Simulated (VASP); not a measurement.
MoH3: single point with PBE

The system is MoH3.

```xyz
8
Lattice="2.2694 1.3102 2.9593 -2.2694 1.3102 2.9593 0.0000 -2.6205 2.9593" Properties=species:S:1:pos:R:3 pbc="T T T"
H     1.8224    0.0000    2.2195
H    -0.9112    1.5783    2.2195
H    -0.9112   -1.5783    2.2195
H    -1.8224    0.0000    6.6584
H     0.9112   -1.5783    6.6584
H     0.9112    1.5783    6.6584
Mo    0.0000    0.0000    2.2195
Mo    0.0000    0.0000    6.6584
```

```yaml
Program: VASP 6.6.1
Task: single point
Functional: PBE
Potentials_or_basis: VASP PAW PBE potentials, release 64 (H, Mo_sv)
Cutoff: 500 eV
k_mesh: 3 × 3 × 3
Occupations: gaussian, width 0.15 eV
Spin: no spin polarisation
Dipole_correction: no
Further_INCAR_settings: ALGO = Normal; EDIFF = 1e-06; NBANDS = 27
```

| Quantity | Value |
| --- | --- |
| Pressure | 0.1 GPa |
| Largest force | 0.011 eV/Å |
| Band gap on the k mesh | zero (band 17 reaches 8.98 eV, above the bottom of band 18 at 7.49 eV) |

Forces in eV/Å, atoms in the order of the input:
```
H    0.011  0.000  0.000
H   -0.005  0.009  0.000
H   -0.005 -0.009  0.000
H   -0.011  0.000  0.000
H    0.005 -0.009  0.000
H    0.005  0.009  0.000
Mo   0.000  0.000  0.000
Mo   0.000  0.000  0.000
```

Stress tensor (GPa, compression positive):
```
0.12 0.00 0.00
0.00 0.12 0.00
0.00 0.00 0.03
```

Levels at points of the mesh, in eV from the Fermi level:
```csv
k point,band 12,band 13,band 14,band 15,band 16,band 17,band 18,band 19,band 20,band 21
"(0.00, 0.00, 0.00)",-4.79,-4.79,-4.30,1.05,1.16,1.16,2.21,2.21,2.90,2.90
```

It took 5.6 s on 1 thread of Intel(R) Xeon(R) 6975P-C (Granite Rapids), with other jobs on the host, peak memory 0.16 GiB.

Caveat: the k points lie up to 0.58 Å⁻¹ apart.
